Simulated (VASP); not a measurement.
# WSe (Fm-3m) in VASP: a series of runs, part 2 of 2

VASP 6.6.1. The steps go on from the part before.

## (3) Single point, PBE+U, collinear spin

This run uses another cell than the first one: it holds 4 atoms, not 2.

File INCAR:

```
SYSTEM = WSe
PREC = Accurate
ENCUT = 520
EDIFF = 1E-6
ISMEAR = 0
SIGMA = 0.1
LREAL = .False.
LASPH = .True.
NELM = 150
ALGO = Normal
ISIF = 2
LWAVE = .False.
LCHARG = .False.
ISPIN = 2
MAGMOM = 1 -1 0 0
LORBIT = 11
LMAXMIX = 4
LDAU = .True.
LDAUTYPE = 2
LDAUL = 2 -1
LDAUU = 6.2 0
LDAUJ = 0 0
LDAUPRINT = 1
GGA = PE
NBANDS = 32
```

File KPOINTS:

```
regular mesh
0
Gamma
  12 12 6
  0 0 0
```

File POSCAR:

```
WSe
1.0
    0.0000000000      2.8710028271      2.8710028271
    5.7420056541      2.8710028271      2.8710028271
    5.7420056541      5.7420056541      0.0000000000
W Se
2 2
Direct
    1.0000000000      0.0000000000      0.0000000000
    1.0000000000      0.0000000000      0.5000000000
    0.5000000000      0.5000000000      0.0000000000
    0.5000000000      0.5000000000      0.5000000000
```

Potentials or basis: VASP PAW PBE potentials, release 64 (W_sv, Se).

Run with:

```console
$ cat potpaw_PBE.64/W_sv/POTCAR potpaw_PBE.64/Se/POTCAR > POTCAR
$ mpirun -np 1 vasp_std > vasp.out
```

OUTCAR:

```text
SYSTEM = WSe
   PREC = Accurate
   ENCUT = 520
   EDIFF = 1E-6
   ISMEAR = 0
   LREAL = .False.
   LASPH = .True.
   NELM = 150
   ISIF = 2
   ISPIN = 2
   LORBIT = 11
   GGA = PE

 ion  position               nearest neighbor table
   1  0.000  0.000  0.000-   3 2.87   4 2.87   3 2.87   4 2.87   4 2.87   4 2.87
   2  0.000  0.000  0.500-   3 2.87   4 2.87   4 2.87   3 2.87   3 2.87   3 2.87
   3  0.500  0.500  0.000-   1 2.87   2 2.87   1 2.87   2 2.87   2 2.87   2 2.87
   4  0.500  0.500  0.500-   1 2.87   2 2.87   2 2.87   1 2.87   1 2.87   1 2.87

  LATTYP: Found a simple tetragonal cell.
 ALAT       =     4.0602111356
 C/A-ratio  =     1.4142135624

  Lattice vectors:

 A1 = (   0.0000000000,  -2.8710028270,   2.8710028271)
 A2 = (   0.0000000000,  -2.8710028271,  -2.8710028271)
 A3 = (   5.7420056541,   0.0000000000,   0.0000000000)

Analysis of symmetry for initial positions (statically):
=====================================================================
 Subroutine PRICEL returns following result:

  LATTYP: Found a face centered cubic cell.
 ALAT       =     5.7420056541
[... 12 lines left out ...]
 Subroutine GETGRP returns: Found 16 space group operations
 (whereof 16 operations were pure point group operations)
 out of a pool of 16 trial point group operations.

The static configuration has the point symmetry D_4h.

Analysis of symmetry for dynamics (positions and initial velocities):
=====================================================================
 Subroutine PRICEL returns following result:

  LATTYP: Found a face centered cubic cell.
 ALAT       =     5.7420056541
[... 12 lines left out ...]
 Subroutine GETGRP returns: Found 16 space group operations
 (whereof 16 operations were pure point group operations)
 out of a pool of 16 trial point group operations.

The dynamic configuration has the point symmetry D_4h.

Analysis of structural, dynamic, and magnetic symmetry:
=====================================================================
 Subroutine PRICEL returns following result:

  LATTYP: Found a face centered cubic cell.
 ALAT       =     5.7420056541
[... 12 lines left out ...]
 Subroutine GETGRP returns: Found 16 space group operations
 (whereof 16 operations were pure point group operations)
 out of a pool of 16 trial point group operations.

The overall configuration has the point symmetry D_4h.

 Subroutine INISYM returns: Found 16 space group operations
 (whereof 16 operations are pure point group operations),
 and found     2 'primitive' translations

----------------------------------------------------------------------------------------

                                     Primitive cell

  volume of cell :      47.3294

  direct lattice vectors                    reciprocal lattice vectors
    -2.871002827  2.871002827 -0.000000000    -0.174155175  0.174155175 -0.174155175
[... 160 lines left out ...]
  o =  0.7707  v =  0.3827 -0.0000  0.0000  0.9239 -0.0000  0.0000  0.0000  0.0000  0.0000  0.0000      0.0000  0.0000  0.0000  0.0000  0.0000  0.0000  0.0000  0.0000  0.0000  0.0000
  o =  0.7880  v =  0.0000  1.0000  0.0000  0.0000 -0.0000  0.0000  0.0000  0.0000  0.0000  0.0000      0.0000  0.0000  0.0000  0.0000  0.0000  0.0000  0.0000  0.0000  0.0000  0.0000

atom =   2  type =  1  l = 2

 onsite density matrix

spin component  1

  0.0146 -0.0000 -0.0000  0.0000 -0.0000
 -0.0000  0.0127  0.0000  0.0000 -0.0000
 -0.0000  0.0000  0.0699 -0.0000  0.0025
  0.0000  0.0000 -0.0000  0.0146 -0.0000
 -0.0000 -0.0000  0.0025 -0.0000  0.0670

spin component  2

  0.7707 -0.0000 -0.0000  0.0000  0.0000
 -0.0000  0.7880 -0.0000  0.0000 -0.0000
 -0.0000 -0.0000  0.3695 -0.0000 -0.1126
  0.0000  0.0000 -0.0000  0.7707 -0.0000
  0.0000 -0.0000 -0.1126 -0.0000  0.4995

 occupancies and eigenvectors

  o =  0.0127  v = -0.0000 -1.0000  0.0000  0.0000 -0.0000  0.0000  0.0000  0.0000  0.0000  0.0000      0.0000  0.0000  0.0000  0.0000  0.0000  0.0000  0.0000  0.0000  0.0000  0.0000
  o =  0.0146  v =  0.9238 -0.0000  0.0000 -0.3828  0.0000  0.0000  0.0000  0.0000  0.0000  0.0000      0.0000  0.0000  0.0000  0.0000  0.0000  0.0000  0.0000  0.0000  0.0000  0.0000
  o =  0.0146  v =  0.3828  0.0000  0.0000  0.9238  0.0000  0.0000  0.0000  0.0000  0.0000  0.0000      0.0000  0.0000  0.0000  0.0000  0.0000  0.0000  0.0000  0.0000  0.0000  0.0000
  o =  0.0655  v = -0.0000  0.0000  0.5000 -0.0000 -0.8660  0.0000  0.0000  0.0000  0.0000  0.0000      0.0000  0.0000  0.0000  0.0000  0.0000  0.0000  0.0000  0.0000  0.0000  0.0000
  o =  0.0714  v =  0.0000 -0.0000 -0.8660  0.0000 -0.5000  0.0000  0.0000  0.0000  0.0000  0.0000      0.0000  0.0000  0.0000  0.0000  0.0000  0.0000  0.0000  0.0000  0.0000  0.0000
  o =  0.3044  v =  0.0000  0.0000  0.0000  0.0000  0.0000  0.0000  0.0000  0.8660 -0.0000  0.5000      0.0000  0.0000  0.0000  0.0000  0.0000  0.0000  0.0000  0.0000  0.0000  0.0000
  o =  0.5645  v =  0.0000  0.0000  0.0000  0.0000  0.0000  0.0000  0.0000 -0.5000  0.0000  0.8660      0.0000  0.0000  0.0000  0.0000  0.0000  0.0000  0.0000  0.0000  0.0000  0.0000
  o =  0.7707  v =  0.0000  0.0000  0.0000  0.0000  0.0000 -0.9239 -0.0000  0.0000  0.3827 -0.0000      0.0000  0.0000  0.0000  0.0000  0.0000  0.0000  0.0000  0.0000  0.0000  0.0000
  o =  0.7707  v =  0.0000  0.0000  0.0000  0.0000  0.0000  0.3827 -0.0000  0.0000  0.9239 -0.0000      0.0000  0.0000  0.0000  0.0000  0.0000  0.0000  0.0000  0.0000  0.0000  0.0000
  o =  0.7880  v =  0.0000  0.0000  0.0000  0.0000  0.0000  0.0000  1.0000  0.0000  0.0000 -0.0000      0.0000  0.0000  0.0000  0.0000  0.0000  0.0000  0.0000  0.0000  0.0000  0.0000

 number of electron      40.0000004 magnetization       0.0000000

 Free energy of the ion-electron system (eV)
  ---------------------------------------------------
  ext. energy  EPLUGINS =         0.00000000
  ---------------------------------------------------
  free energy    TOTEN  =       -19.05706029 eV

  energy without entropy =      -19.04771644  energy(sigma->0) =      -19.05238837

 E-fermi :   6.4715     XC(G=0): -10.3525

 val. band max:        6.4688551138   @ k =  -0.2500   0.0833   0.0000
 cond. band min:       6.4771185798   @ k =   0.5000   0.2500   0.1667
 fundamental gap:      0.0082634660
 Fermi energy:         6.4715215642

 spin component 1

 k-point     1 :       0.0000    0.0000    0.0000
  band No.  band energies     occupation
      1     -68.8557      1.00000
      2     -67.4252      1.00000
      3     -33.3513      1.00000
      4     -33.3513      1.00000
      5     -33.2060      1.00000
      6     -31.4511      1.00000
[... 1673 lines left out ...]
     31      12.9958      0.00000
     32      13.2367      0.00000

 [... further k-points ...]
[... 5 lines left out ...]
  --------------------------------------------------------------------------------------
  -------------------------------------------------------------------------------------
  Total       -1.5524268     -2.1068824     -2.1068824      0.0000000     -0.0000000     -0.0000000
  in kB      -26.2760973    -35.6607127    -35.6607127      0.0000000     -0.0000000     -0.0000000
  external PRESSURE =     -32.5325076 kB  Pullay stress =       0.0000000 kB

 VOLUME and BASIS-vectors are now :
 -----------------------------------------------------------------------------
  energy-cutoff  :      520.00
  volume of cell :       94.66
      direct lattice vectors                 reciprocal lattice vectors
     0.000000000  2.871002827  2.871002827    -0.174155175  0.174155175  0.174155175
     5.742005654  2.871002827  2.871002827     0.174155175 -0.174155175  0.174155175
     5.742005654  5.742005654  0.000000000     0.000000000  0.174155175 -0.174155175

 POSITION                                       TOTAL-FORCE (eV/Angst)
 -----------------------------------------------------------------------------------
      0.00000      0.00000      0.00000        -0.000000      0.000000      0.000000
      2.87100      2.87100      0.00000        -0.000000     -0.000000      0.000000
      2.87100      2.87100      2.87100         0.000000      0.000000      0.000000
      5.74201      5.74201      2.87100        -0.000000     -0.000000     -0.000000
 -----------------------------------------------------------------------------------
    total drift:                               -0.000000      0.000000      0.000000

  FREE ENERGIE OF THE ION-ELECTRON SYSTEM (eV)
  ---------------------------------------------------
  free  energy   TOTEN  =       -19.0570602946 eV

  energy  without entropy=      -19.0477164439  energy(sigma->0) =      -19.05238837

 total charge

# of ion       s       p       d       tot
------------------------------------------
    1        2.298   6.073   3.339  11.710
    2        2.298   6.073   3.339  11.710
    3        1.450   2.342   0.049   3.841
    4        1.450   2.342   0.049   3.841
--------------------------------------------------
tot          7.496  16.830   6.775  31.101

 magnetization (x)

# of ion       s       p       d       tot
------------------------------------------
    1        0.127   0.027   2.989   3.142
    2       -0.127  -0.027  -2.989  -3.142
    3       -0.002   0.029  -0.011   0.016
    4        0.002  -0.029   0.011  -0.016
--------------------------------------------------
tot          0.000   0.000   0.000   0.000
```

Wall time 28 min (1 thread of Oxide Virtual Turin-like, shared host); peak memory 0.63 GiB.

What came out:

```yaml
Free_energy: -19.0571 eV
Pressure: -3.3 GPa
Band_gap_on_the_k_mesh: zero (filled and empty bands overlap)
Net_moment: 0.00 μB per cell
Site_moments: W +3.14, -3.14; Se +0.02, -0.02 μB
Valence_electrons_inside_the_program's_atomic_spheres: W 11.71; Se 3.84
```

Stress tensor (GPa, compression positive):
```
-2.63  0.00  0.00
 0.00 -3.57  0.00
 0.00  0.00 -3.57
```

Levels at points of the mesh, in eV from the Fermi level:
Spin up:
```
           k point  band 18  band 19  band 20  band 21  band 22  band 23
(0.00, 0.00, 0.00)    -2.57    -2.51    -1.66    -1.33    -0.94     0.38
(0.50, 0.00, 0.00)    -2.16    -2.04     1.59     1.84     2.29     2.91
(0.50, 0.50, 0.00)    -3.66    -2.56    -1.58    -1.33     0.29     0.55
(0.00, 0.00, 0.50)    -2.67    -1.64    -1.45     2.26     2.77     2.80
(0.50, 0.00, 0.50)    -2.45    -2.45    -1.55     0.41     1.53     2.34
(0.00, 0.50, 0.50)    -1.82    -1.82    -1.35    -0.91     0.35     1.34
```
Spin down:
```csv
k point,band 18,band 19,band 20,band 21,band 22,band 23
"(0.00, 0.00, 0.00)",-2.57,-2.51,-1.66,-1.33,-0.94,0.38
"(0.50, 0.00, 0.00)",-2.16,-2.04,1.59,1.84,2.29,2.91
"(0.50, 0.50, 0.00)",-3.66,-2.56,-1.58,-1.33,0.29,0.55
"(0.00, 0.00, 0.50)",-2.67,-1.64,-1.45,2.26,2.77,2.80
"(0.50, 0.00, 0.50)",-2.45,-2.45,-1.55,0.41,1.53,2.34
"(0.00, 0.50, 0.50)",-1.82,-1.82,-1.35,-0.91,0.35,1.34
```

Eigenvalues of the final occupation matrices:
| site | spin | trace | eigenvalues |
| --- | --- | --- | --- |
| site 1 d | 1 | 3.20 | 0.30 0.56 0.77 0.77 0.79 |
| site 1 d | 2 | 0.18 | 0.01 0.01 0.01 0.07 0.07 |
| site 2 d | 1 | 0.18 | 0.01 0.01 0.01 0.07 0.07 |
| site 2 d | 2 | 3.20 | 0.30 0.56 0.77 0.77 0.79 |

Caveat: the cell stands under tension; spin-orbit coupling is left out, which moves the levels of the heavy elements.

## (4) Single point, PBE+U, collinear spin

This run uses another cell than the first one: it holds 4 atoms, not 2.

File INCAR:

```
SYSTEM = WSe
PREC = Accurate
ENCUT = 520
EDIFF = 1E-6
ISMEAR = 0
SIGMA = 0.1
LREAL = .FALSE.
LASPH = .TRUE.
NELM = 150
ALGO = Normal
ISIF = 2
LWAVE = .FALSE.
LCHARG = .FALSE.
ISPIN = 2
MAGMOM = 1 -1 0 0
LORBIT = 11
LMAXMIX = 4
LDAU = .TRUE.
LDAUTYPE = 2
LDAUL = 2 -1
LDAUU = 6.2 0
LDAUJ = 0 0
LDAUPRINT = 1
GGA = PE
NBANDS = 32
```

File KPOINTS:

```
regular mesh
0
G
  12 12 6
  0 0 0
```

File POSCAR:

```
WSe
1.0
    0.0000000000      2.8710028271      2.8710028271
    2.8710028271      0.0000000000      2.8710028271
    5.7420056541      5.7420056541      0.0000000000
W Se
2 2
Direct
    1.0000000000      0.0000000000      0.0000000000
    1.0000000000      0.0000000000      0.5000000000
    0.5000000000      0.5000000000      0.2500000000
    0.5000000000      0.5000000000      0.7500000000
```

Run with:

```console
$ cat potpaw_PBE.64/W_sv/POTCAR potpaw_PBE.64/Se/POTCAR > POTCAR
$ mpirun -np 1 vasp_std > vasp.out
```

It took 15 min on 1 thread of Oxide Virtual Turin-like, shared host; peak memory 0.52 GiB.

The run converged. Its results:

```yaml
Free_energy: -18.1612 eV
Pressure: -3.6 GPa
Band_gap_on_the_k_mesh: zero (filled and empty bands overlap)
Net_moment: 0.00 μB per cell
Site_moments: W +2.91, -2.91; Se +0.00 μB
Valence_electrons_inside_the_program's_atomic_spheres: W 11.69; Se 3.83
```

Stress tensor (GPa, compression positive):
```
-3.60 -1.28  1.28
-1.28 -3.60  1.28
 1.28  1.28 -3.60
```

Levels at points of the mesh, in eV from the Fermi level:
Spin up:
| k point | band 17 | band 18 | band 19 | band 20 | band 21 | band 22 | band 23 | band 24 |
| --- | --- | --- | --- | --- | --- | --- | --- | --- |
| (0.00, 0.00, 0.00) | -2.89 | -2.89 | -2.89 | -0.94 | -0.66 | -0.66 | 1.40 | 2.01 |
| (0.50, 0.00, 0.00) | -3.97 | -2.77 | -2.69 | -0.84 | 0.00 | 0.93 | 1.39 | 1.43 |
| (0.00, 0.00, 0.50) | -3.29 | -3.26 | -3.26 | 0.55 | 0.55 | 0.60 | 1.71 | 1.71 |
| (0.50, 0.00, 0.50) | -3.58 | -2.76 | -2.67 | 0.45 | 0.46 | 0.70 | 1.45 | 2.22 |
Spin down:
```csv
k point,band 16,band 17,band 18,band 19,band 20,band 21,band 22,band 23,band 24,band 25
"(0.00, 0.00, 0.00)",-3.41,-2.89,-2.89,-2.89,-0.94,-0.66,-0.66,1.40,2.01,2.12
"(0.50, 0.00, 0.00)",-4.08,-3.97,-2.77,-2.69,-0.84,0.00,0.93,1.39,1.43,3.45
"(0.00, 0.00, 0.50)",-3.74,-3.29,-3.26,-3.26,0.55,0.55,0.60,1.71,1.71,1.73
"(0.50, 0.00, 0.50)",-4.24,-3.58,-2.76,-2.67,0.45,0.46,0.70,1.45,2.22,2.67
```

Eigenvalues of the final occupation matrices:
```
    site  spin  trace               eigenvalues
site 1 d     1   3.11  0.39 0.39 0.78 0.78 0.78
site 1 d     2   0.23  0.01 0.02 0.02 0.09 0.09
site 2 d     1   0.23  0.01 0.02 0.02 0.09 0.09
site 2 d     2   3.11  0.39 0.39 0.78 0.78 0.78
```

Caveat: the cell stands under tension; spin-orbit coupling is left out, which moves the levels of the heavy elements.

## (5) Overview

| cell | k mesh | gap on the mesh (eV) | pressure (GPa) | moment (μB) |
| --- | --- | --- | --- | --- |
| a = 4.291 Å, angles 60.0°, 2 atoms, atomic positions A | 12 × 12 × 12 | none | -9.7 | 4.00 |
| a = 4.060, b = 7.032, c = 8.120 Å, angles 30.0, 60.0, 54.7°, 4 atoms, atomic positions B | 12 × 12 × 6 | none | -3.3 | 0.00 |
| a = 4.060, b = 4.060, c = 8.120 Å, angles 60.0°, 4 atoms, atomic positions B | 12 × 12 × 6 | none | -3.6 | 0.00 |

Alike in all rows: task single point; level PBE+U; potentials or basis VASP PAW PBE potentials, release 64 (W_sv, Se); spin collinear; W d U = 6.2 eV; cutoff (eV) 520; smearing gaussian 0.1 eV.

Caveats: the cell stands under tension; spin-orbit coupling is left out, which moves the levels of the heavy elements.

Total energies depend on the potentials used, so only differences within one code and one set of settings carry meaning.
